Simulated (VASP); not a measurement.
Wanted: the native input for a VASP 6.6.1 run.

* Task: single point
* Functional: PBE
* Potentials or basis: VASP PAW PBE potentials, release 64 (Ag)
* Cutoff: 520 eV
* k mesh: 18 × 18 × 18
* Occupations: gaussian, width 0.05 eV
* Spin: no spin polarisation
* Dipole correction: no
* Further INCAR settings: ALGO = Normal; EDIFF = 1e-06; NBANDS = 12

The structure of Ag lies in POSCAR:

```
Ag
1.0
    0.0000000000      2.0645517582      2.0645517582
    2.0645517582      0.0000000000      2.0645517582
    2.0645517582      2.0645517582      0.0000000000
Ag
1
Direct
    0.0000000000      0.0000000000      0.0000000000
```

The input as run:

INCAR

```
SYSTEM = Ag
PREC     = Accurate       ! precision mode
ENCUT    = 520            ! plane-wave cutoff, eV
EDIFF    = 1E-6           ! SCF threshold, eV
ISMEAR   = 0              ! smearing method
SIGMA    = 0.05           ! smearing width, eV
LREAL    = .FALSE.        ! projectors in reciprocal space
LASPH    = .TRUE.         ! aspherical terms in the spheres
NELM     = 100            ! most SCF steps
ALGO     = Normal         ! electronic algorithm
ISIF     = 2              ! what is computed and relaxed
LWAVE    = .FALSE.        ! write WAVECAR
LCHARG   = .FALSE.        ! write CHGCAR
GGA      = PE             ! functional
NBANDS   = 12             ! bands
```

KPOINTS

```
regular mesh
0
G
  18 18 18
  0 0 0
```

Potentials or basis: VASP PAW PBE potentials, release 64 (Ag).

The run is started by

```bash
$ cat potpaw_PBE.64/Ag/POTCAR > POTCAR
$ mpirun -np 1 vasp_std > vasp.out
```

Results of the run:

The pressure is 1.1 GPa.

Run time: 77 s on 1 thread of AMD EPYC 7R13 (shared host), peak memory 0.14 GiB.
